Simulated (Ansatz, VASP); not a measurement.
## Sb in VASP and in Ansatz

File POSCAR:

```
Sb
1.0
    2.1542000000      1.2437279499      3.7580000000
   -2.1542000000      1.2437279499      3.7580000000
    0.0000000000     -2.4874558998      3.7580000000
Sb
2
Direct
    0.7665100000      0.7665100000      0.7665100000
    0.2334900000      0.2334900000      0.2334900000
```

The input INCAR.step1:

```
SYSTEM = Sb
  PREC = Accurate
  ENCUT = 440
  EDIFF = 1E-5
  ISMEAR = -1
  SIGMA = 0.05
  LREAL = .FALSE.
  LASPH = .TRUE.
  NELM = 120
  ALGO = Normal
  ISIF = 2
  LWAVE = .TRUE.
  LCHARG = .FALSE.
  NBANDS = 22
  GGA = PE
  GGA_COMPAT = .FALSE.
```

INCAR.step2

```
SYSTEM = Sb
  PREC = Accurate
  ENCUT = 440
  EDIFF = 1E-6
  ISMEAR = -1
  SIGMA = 0.05
  LREAL = .FALSE.
  LASPH = .TRUE.
  NELM = 120
  ALGO = Normal
  ISIF = 2
  LWAVE = .FALSE.
  LCHARG = .FALSE.
  METAGGA = R2SCAN
  LHFCALC = .TRUE.
  AEXX = 0.1
  LMIXTAU = .TRUE.
  PRECFOCK = Normal
  NBANDS = 22
  ISTART = 1
  GGA_COMPAT = .FALSE.
```

File KPOINTS:

```
regular mesh
0
G
  4 4 4
  0 0 0
```

The input input.yaml:

```yaml
crystal:
  lattice:
    - [2.1542, 1.2437279499, 3.758]
    - [-2.1542, 1.2437279499, 3.758]
    - [0.0, -2.4874558998, 3.758]
  atoms:
    - { symbol: Sb, position: [0.76651, 0.76651, 0.76651] }
    - { symbol: Sb, position: [0.23349, 0.23349, 0.23349] }
hamiltonian:
  xc: r2scanh
  pseudopotentials: { kind: paw }
kpoints:
  mp_grid: { grid: [4, 4, 4] }
  band_path:
    path:
      - [[0.0, 0.0, 0.0], [0.5, 0.0, 0.0], [0.5, 0.2396873643, -0.2396873643]]
      - [[0.7603126357, 0.5, 0.2396873643], [0.5, 0.5, 0.5], [0.0, 0.0, 0.0], [0.3698436821, 0.0, -0.3698436821]]
      - [[0.6301563179, 0.3698436821, 0.0], [0.5, 0.5, 0.0], [0.6301563179, 0.6301563179, 0.2396873643], [0.5, 0.5, 0.5]]
      - [[0.5, 0.0, 0.0], [0.7603126357, 0.3698436821, 0.3698436821]]
    npoints: 4
scf:
  occupations: { method: fermi_dirac, width: 0.05 }
  n_extra_bands: 6
output:
  forces: true
  stress: true
  eigenvalues: true
  fatbands: false
```

Alike in both runs: functional r2SCANh; k mesh 4 × 4 × 4; occupations fermi-dirac, width 0.05 eV; no spin polarisation.

```csv
,VASP,Ansatz
version,VASP 6.6.1,Ansatz 0.2.0
potentials or method,"VASP PAW PBE potentials, release 64 (Sb_d_GW)",Ansatz PAW
plane-wave cutoff (eV),440,500
valence electrons in the cell,30,30
task,single point,band structure
```

VASP gave:

* gap on the k mesh at the Fermi level (eV): 0.50
* least direct gap on the mesh (eV): 0.63
* pressure (GPa): 1.2
* traceless stress, the component that is largest in VASP (GPa): -0.51
* rms of the force components (eV/Å): 0.184

**Question.** What did Ansatz give for the same quantities?

**Answer.** gap on the k mesh at the Fermi level (eV): 0.46; least direct gap on the mesh (eV): 0.58; pressure (GPa): 1.2; traceless stress, the component that is largest in VASP (GPa): -0.48; rms of the force components (eV/Å): 0.195.

VASP's potentials were made for PBE, not for r2SCANh. Atom by atom the forces differ by 0.011 eV/Å (rms over components).

The k mesh is coarse, so the values compare programs but aren't converged. Neither program's run includes spin-orbit coupling.
